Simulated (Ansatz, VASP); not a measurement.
**NiO: VASP beside Ansatz**

The input INCAR:

```
SYSTEM = NiO
PREC = Accurate ; ENCUT = 520
EDIFF = 1E-6 ; ISMEAR = 0
SIGMA = 0.05 ; LREAL = .False.
LASPH = .True. ; NELM = 100
ALGO = Normal ; ISIF = 2
LWAVE = .False. ; LCHARG = .False.
GGA = PE ; NBANDS = 15
```

The input KPOINTS:

```
regular mesh
0
Gamma
  14 14 14
  0 0 0
```

File POSCAR:

```
NiO
1.0
    0.0000000000      2.0934029142      2.0934029142
    2.0934029142      0.0000000000      2.0934029142
    2.0934029142      2.0934029142      0.0000000000
Ni O
1 1
Direct
    0.0000000000      0.0000000000      0.0000000000
    0.5000000000      0.5000000000      0.5000000000
```

Input for Ansatz:

```yaml
crystal:
  lattice:
    - [0.0, 2.0934029142, 2.0934029142]
    - [2.0934029142, 0.0, 2.0934029142]
    - [2.0934029142, 2.0934029142, 0.0]
  atoms:
    - { symbol: Ni, position: [0.0, 0.0, 0.0] }
    - { symbol: O, position: [0.5, 0.5, 0.5] }
basis:
  ecutwfc: 420
  ecutrho_ratio: 4
kpoints:
  mp_grid: { grid: [14, 14, 14] }
hamiltonian:
  xc: pbe
scf:
  occupations: { method: gaussian, width: 0.05 }
output:
  forces: true
  stress: true
  eigenvalues: true
```

Alike in both runs: task single point; functional PBE; k mesh 14 × 14 × 14; occupations gaussian, width 0.05 eV; no spin polarisation.

```csv
,VASP,Ansatz
version,VASP 6.6.1,Ansatz 0.2.0
potentials or method,"VASP PAW PBE potentials, release 64 (Ni, O), cutoff 520 eV","scalar-relativistic, plane waves, PAW"
valence electrons in the cell,16,24
```

Ansatz gave:

* gap on the k mesh at the Fermi level (eV): none
* pressure (GPa): -3.9

Problem. What did VASP give for the same quantities?

Solution. gap on the k mesh at the Fermi level (eV): none; pressure (GPa): -3.7.

A gap of «none» marks a metal or a gap that the smearing closes. The functional is the same, so the differences come from potentials, cutoffs and numerics. VASP's potentials hold 16 valence electrons a cell and Ansatz's 24, so a difference there can come from the potentials and not from the codes.
